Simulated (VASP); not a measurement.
# Al in VASP: single point with PBEsol

Aim: the single point of Al with PBEsol.

Program: VASP 6.6.1. These are calculated values, not measurements. Logs are shortened: lines on timing, memory, paths and dates and some standing lists are left out, and cuts for length are marked.

### 1 The cell of the first run

The cell holds a slab with vacuum, 13 atoms: a = 5.728 Å, b = 5.728 Å, c = 17.677 Å, α = 90.00°, β = 90.00°, γ = 60.00°.

### 2 Single point, PBEsol

File INCAR:

```
PREC = Accurate
ENCUT = 520
EDIFF = 1E-6
ISMEAR = -1
SIGMA = 0.15
LREAL = False
LASPH = True
NELM = 100
ALGO = Normal
ISIF = 2
LWAVE = False
LCHARG = False
GGA = PS
NBANDS = 32
```

File KPOINTS:

```
Automatic mesh
0
Gamma
  3 3 1
```

File POSCAR:

```
Al
1.0
    5.7275650000      0.0000000000      0.0000000000
    2.8637820000      4.9602170000      0.0000000000
    0.0000000000      0.0000000000     17.6765370000
Al
13
Direct
    0.1666667000      0.1666667000      0.0565722000
    0.6666667000      0.1666667000      0.0565722000
    0.1666667000      0.6666667000      0.0565722000
    0.6666667000      0.6666667000      0.0565722000
   -0.1657089480      0.3352540293      0.1872513248
    0.3303366134      0.3351578344      0.1873109214
   -0.1654950045      0.8306794848      0.1871281214
    0.3330411214      0.8337169425      0.1879643662
   -0.0145631112      0.0066775792      0.3163413291
    0.5078869727      0.0060944486      0.3166297334
    0.0013225070      0.4983046774      0.3238599460
    0.5065729860      0.4874391700      0.3172117334
    0.3282249523      0.8397935628      0.4325845147
```

Potentials or basis: VASP PAW PBE potentials, release 64 (Al).

Command:

```bash
$ cat potpaw_PBE.64/Al/POTCAR > POTCAR
$ mpirun -np 1 vasp_std > vasp.out
```

OUTCAR:

```text
PREC = Accurate
   ENCUT = 520
   EDIFF = 1E-6
   ISMEAR = -1
   LREAL = False
   LASPH = True
   NELM = 100
   ISIF = 2
   GGA = PS

 ion  position               nearest neighbor table
   1  0.167  0.167  0.057-   5 2.84   6 2.84   8 2.85   3 2.86   3 2.86   2 2.86   2 2.86   4 2.86
                             4 2.86
   2  0.667  0.167  0.057-   7 2.85   5 2.85   6 2.85   4 2.86   4 2.86   1 2.86   1 2.86   3 2.86
                             3 2.86
   3  0.167  0.667  0.057-   7 2.84   6 2.84   8 2.85   1 2.86   1 2.86   4 2.86   4 2.86   2 2.86
                             2 2.86
   4  0.667  0.667  0.057-   7 2.83   5 2.84   8 2.85   2 2.86   2 2.86   3 2.86   3 2.86   1 2.86
                             1 2.86
   5  0.834  0.335  0.187-   9 2.81  12 2.82   4 2.84   1 2.84   7 2.84   6 2.84   2 2.85   8 2.86
                             8 2.86   6 2.89   7 2.89  11 2.92
   6  0.330  0.335  0.187-  10 2.81  12 2.82   3 2.84   1 2.84   7 2.84   5 2.84   2 2.85   8 2.86
                             8 2.86   5 2.89   7 2.89  11 2.91
   7  0.835  0.831  0.187-   9 2.80  10 2.81   4 2.83   3 2.84   5 2.84   6 2.84   2 2.85   8 2.86
                             8 2.86   6 2.89   5 2.89  11 2.93
   8  0.333  0.834  0.188-   1 2.85   9 2.85   3 2.85   4 2.85  10 2.85  12 2.86   5 2.86   6 2.86
                             7 2.86   7 2.86   6 2.86   5 2.86
   9  0.985  0.007  0.316-  13 2.67  10 2.74  12 2.75   7 2.80   5 2.81   8 2.85  11 2.87  11 2.87
                            12 2.98  10 2.99
  10  0.508  0.006  0.317-  13 2.67   9 2.74  12 2.75   7 2.81   6 2.81   8 2.85  11 2.86  11 2.87
                            12 2.97   9 2.99
  11  0.001  0.498  0.324-  10 2.86   9 2.87  12 2.87  12 2.87   9 2.87  10 2.87   6 2.91   5 2.92
                             7 2.93
  12  0.507  0.487  0.317-  13 2.69   9 2.75  10 2.75   5 2.82   6 2.82   8 2.86  11 2.87  11 2.87
                            10 2.97   9 2.98
  13  0.328  0.840  0.433-   9 2.67  10 2.67  12 2.69

  LATTYP: Found a hexagonal cell.
 ALAT       =     5.7275649303
 C/A-ratio  =     3.0862220185

  Lattice vectors:

 A1 = (  -2.8637820000,  -4.9602170000,   0.0000000000)
 A2 = (   5.7275650000,   0.0000000000,   0.0000000000)
 A3 = (   0.0000000000,   0.0000000000,  17.6765370000)

Analysis of symmetry for initial positions (statically):
=====================================================================
 Subroutine PRICEL returns:
 Original cell was already a primitive cell.

 Routine SETGRP: Setting up the symmetry group for a
 hexagonal supercell.

 Subroutine GETGRP returns: Found  1 space group operations
 (whereof  1 operations were pure point group operations)
[... 134 lines left out ...]
   EFERMI_NEDOS =   21; number of points for ismear=-14 and -15
   IALGO  =     38    algorithm
   IMIX   =      4    mixing-type and parameters
     AMIX     =   0.40;   BMIX     =  1.00
     AMIX_MAG =   1.60;   BMIX_MAG =  1.00
  volume/ion in A,a.u.               =      38.63       260.69
  Fermi-wavevector in a.u.,A,eV,Ry     =   0.698458  1.319895  6.637518  0.487844
  Thomas-Fermi vector in A             =   1.782067
   LORBIT       =      0    0 simple, 1 ext, 2 COOP (PROOUT), +10 PAW based schemes
   GGA     = PS    functional components
   LHFCALC =     F    Hartree Fock is set to
   AEXX    =    0.0000 exact exchange contribution
   IVDW    =     0    specifies the selected vdW correction
   LEPSILON=     F    determine dielectric tensor
   LRPA    =     F    only Hartree local field effects (RPA)
 non-spin polarized calculation
  energy-cutoff  :      520.00
  volume of cell :      502.19
 maximum number of plane-waves:     13577
 NGX is ok and might be reduce to    42
   NGX = 21   NGY = 21   NGZ = 65

 number of electron      39.0000000 magnetization

 Free energy of the ion-electron system (eV)
  ---------------------------------------------------
  ext. energy  EPLUGINS =         0.00000000
  ---------------------------------------------------
  free energy    TOTEN  =       -49.57793107 eV

  energy without entropy =      -49.17185268  energy(sigma->0) =      -49.37489188

 E-fermi :   0.8715     XC(G=0):  -5.5380

 val. band max:        0.8579506608   @ k =   0.0000   0.3333   0.0000
 cond. band min:       1.6488249429   @ k =   0.0000   0.3333   0.0000
 fundamental gap:      0.7908742821
 Fermi energy:         0.8714917832

 k-point     1 :       0.0000    0.0000    0.0000
  band No.  band energies     occupation
      1      -9.5206      2.00000
      2      -7.8855      2.00000
      3      -5.5689      2.00000
      4      -3.8199      2.00000
      5      -3.6758      2.00000
      6      -3.6697      2.00000
[... 159 lines left out ...]
     30       4.1721      0.00000
     31       4.2667      0.00000
 [bands above 31 left out]

------------------------ aborting loop because EDIFF is reached ----------------------------------------

  FORCE on cell =-STRESS in cart. coord.  units (eV):
  Direction    XX          YY          ZZ          XY          YZ          ZX
  --------------------------------------------------------------------------------------
  -------------------------------------------------------------------------------------
  Total       -4.4050729     -4.5652447      0.1515990     -0.0255766     -0.0317928      0.0129357
  in kB      -14.0538656    -14.5648746      0.4836588     -0.0815990     -0.1014311      0.0412700
  external PRESSURE =      -9.3783605 kB  Pullay stress =       0.0000000 kB

 VOLUME and BASIS-vectors are now :
 -----------------------------------------------------------------------------
  energy-cutoff  :      520.00
  volume of cell :      502.19
      direct lattice vectors                 reciprocal lattice vectors
     5.727565000  0.000000000  0.000000000     0.174594265 -0.100802024  0.000000000
     2.863782000  4.960217000  0.000000000     0.000000000  0.201604083  0.000000000
     0.000000000  0.000000000 17.676537000     0.000000000  0.000000000  0.056572167

 POSITION                                       TOTAL-FORCE (eV/Angst)
 -----------------------------------------------------------------------------------
      1.43189      0.82670      1.00000         0.000429     -0.134995      0.016690
      4.29567      0.82670      1.00000        -0.000976      0.002984      0.013457
      2.86378      3.30681      1.00000         0.118480      0.066692      0.014796
      5.72756      3.30681      1.00000        -0.118612      0.067264      0.013795
      5.73855      1.66293      3.30995        -0.016310     -0.009155     -0.026857
      2.85184      1.66246      3.31101         0.017506     -0.009928     -0.025811
      7.15857      4.12035      3.30778        -0.000075      0.016090     -0.029138
      4.29510      4.13542      3.32256        -0.000060      0.000198     -0.042025
      5.66328      0.03312      5.59182         0.040874     -0.017860     -0.010789
      2.92641      0.03023      5.59692        -0.044218     -0.017146     -0.008947
      1.43461      2.47170      5.72472        -0.000888      0.002656      0.017275
      4.29735      2.41780      5.60720        -0.002276      0.047876     -0.007648
      4.28492      4.16556      7.64660         0.006127     -0.014675      0.075202
 -----------------------------------------------------------------------------------
    total drift:                                0.000000     -0.000001      0.000166

  FREE ENERGIE OF THE ION-ELECTRON SYSTEM (eV)
  ---------------------------------------------------
  free  energy   TOTEN  =       -49.5779310695 eV

  energy  without entropy=      -49.1718526839  energy(sigma->0) =      -49.37489188
```

OSZICAR:

```text
N       E                     dE             d eps       ncg     rms          rms(c)
DAV:   1     0.969438497009E+02    0.96944E+02   -0.11806E+04   320   0.864E+02
DAV:   2    -0.446080598485E+02   -0.14155E+03   -0.13508E+03   432   0.143E+02
DAV:   3    -0.519376937098E+02   -0.73296E+01   -0.71734E+01   408   0.311E+01
[... 13 lines left out ...]
DAV:  17    -0.495778711470E+02   -0.21713E-03   -0.26902E-05   392   0.185E-02    0.473E-03
DAV:  18    -0.495779236822E+02   -0.52535E-04   -0.73470E-06   352   0.953E-03    0.153E-03
DAV:  19    -0.495779282626E+02   -0.45803E-05   -0.70117E-07   336   0.354E-03    0.966E-04
DAV:  20    -0.495779307919E+02   -0.25293E-05   -0.48991E-07   320   0.271E-03    0.345E-04
DAV:  21    -0.495779310695E+02   -0.27760E-06   -0.80016E-08   280   0.143E-03
   1 F= -.49577931E+02 E0= -.49374892E+02  d E =-.406078E+00
```

stdout:

```text
POSCAR found type information on POSCAR Al
 POSCAR found :  1 types and      13 ions
 scaLAPACK will be used
 -----------------------------------------------------------------------------
|                                                                             |
|                                                                             |
|     You enforced a specific xc type in the INCAR file but a different       |
|     I HOPE YOU KNOW WHAT YOU ARE DOING!                                     |
|                                                                             |
 -----------------------------------------------------------------------------

 LDA part: xc-table for (Slater+PW92), standard interpolation
 POSCAR, INCAR and KPOINTS ok, starting setup
 FFT: planning ... GRIDC
 FFT: planning ... GRID_SOFT
 FFT: planning ... GRID
 WAVECAR not read
 entering main loop
```

Wall time 2.9 min (1 thread of AMD EPYC 7R13 (Zen 3), shared host); peak memory 0.58 GiB.

What came out:

| Property | Result |
| --- | --- |
| Free energy | -49.5779 eV |
| Largest force | 0.137 eV/Å |

Forces on the atoms (eV/Å):
```
Al   0.000 -0.135  0.017
Al  -0.001  0.003  0.013
Al   0.118  0.067  0.015
Al  -0.119  0.067  0.014
Al  -0.016 -0.009 -0.027
Al   0.018 -0.010 -0.026
Al   0.000  0.016 -0.029
Al   0.000  0.000 -0.042
Al   0.041 -0.018 -0.011
Al  -0.044 -0.017 -0.009
Al  -0.001  0.003  0.017
Al  -0.002  0.048 -0.008
Al   0.006 -0.015  0.075
```

Levels at points of the mesh, in eV from the Fermi level:
```csv
k point,band 18,band 19,band 20,band 21,band 22,band 23
"(0.00, 0.00, 0.00)",-0.79,-0.78,-0.35,-0.23,-0.10,-0.09
```

Caveat: the k points lie up to 0.42 Å⁻¹ apart; the PAW data sets were made with another functional, which shifts forces and pressure a little.
